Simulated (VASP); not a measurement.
AlCo3: single point with r2SCAN

AlCo3:

```
CELL_PARAMETERS angstrom
3.57495 0.00000 0.00000
0.00000 3.57495 0.00000
0.00000 0.00000 3.57495
ATOMIC_POSITIONS crystal
Al 0.00000 0.00000 0.00000
Co 0.50000 0.50000 0.00000
Co 0.50000 0.00000 0.50000
Co 0.00000 0.50000 0.50000
```

```
Program             : VASP 6.6.1
Task                : single point
Functional          : r2SCAN
Potentials or basis : VASP PAW PBE potentials, release 64 (Al, Co)
Cutoff              : 520 eV
k mesh              : 6 × 6 × 6, shifted
Occupations         : gaussian, width 0.1 eV
Spin                : collinear spin, ferromagnetic start
Starting moments    : [0.0, 1.76, 1.76, 1.76] μB
```

```json
{
  "Pressure": "1.5 GPa",
  "Net moment": "4.48 μB per cell",
  "Site moments": "Al -0.04; Co +1.57 μB",
  "Valence electrons inside the program's atomic spheres": "Al 0.84; Co 8.32"
}
```

Levels at points of the mesh, in eV from the Fermi level:
Spin up:
```
           k point  band 13  band 14  band 15  band 16  band 17  band 18  band 19  band 20  band 21  band 22
(0.08, 0.08, 0.08)    -1.83    -1.42    -1.42    -0.97     0.23     0.57     0.57     6.82     6.82     7.52
```
Spin down:
```
           k point  band 9  band 10  band 11  band 12  band 13  band 14  band 15  band 16  band 17  band 18
(0.08, 0.08, 0.08)   -1.15    -1.15    -0.38    -0.38     0.43     0.56     1.21     1.21     1.53     1.53
```

It took 75 s on 1 thread of Intel(R) Xeon(R) 6975P-C (Granite Rapids), on a shared host, peak memory 0.18 GiB.

Caveat: the PAW data sets were made with another functional, which shifts forces and pressure a little.
